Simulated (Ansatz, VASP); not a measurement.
# YbBi: VASP beside Ansatz

```
Yb Bi
1.0
     4.07634    0.00000    0.00000
    -2.03817    3.53021    0.00000
     0.00000    0.00000    4.66251
Yb Bi
1 1
Cartesian
  0.0000 0.0000 0.0000
  2.0382 1.1767 2.3313
```

Alike in both runs: task single point; functional PBE; k mesh 8 × 8 × 8; occupations gaussian, width 0.05 eV; collinear spin; Hubbard terms Yb f U = 5.0 eV.

|  | VASP | Ansatz |
| --- | --- | --- |
| version | VASP 6.6.1 | Ansatz 0.2.0 |
| potentials or method | VASP PAW PBE potentials, release 64 (Yb, Bi_d), cutoff 520 eV | scalar-relativistic, plane waves, PAW |
| valence electrons in the cell | 39 | 39 |

```csv
,VASP,Ansatz,Ansatz less VASP
gap on the k mesh at the Fermi level (eV),none,none,-
pressure (GPa),2.5,-0.1,-2.56
"traceless stress, the component that is largest in VASP (GPa)",-0.12,-0.14,-0.020
net moment per atom (μB),0.00,0.00,-0.004
```

The programs project onto different local orbitals, so the same U acts differently, and such runs can settle in different states. A gap of «none» marks a metal or a gap that the smearing closes. Ansatz's warnings: filled band counts differ across k points, seeded moment not kept.

Neither program's run includes spin-orbit coupling.
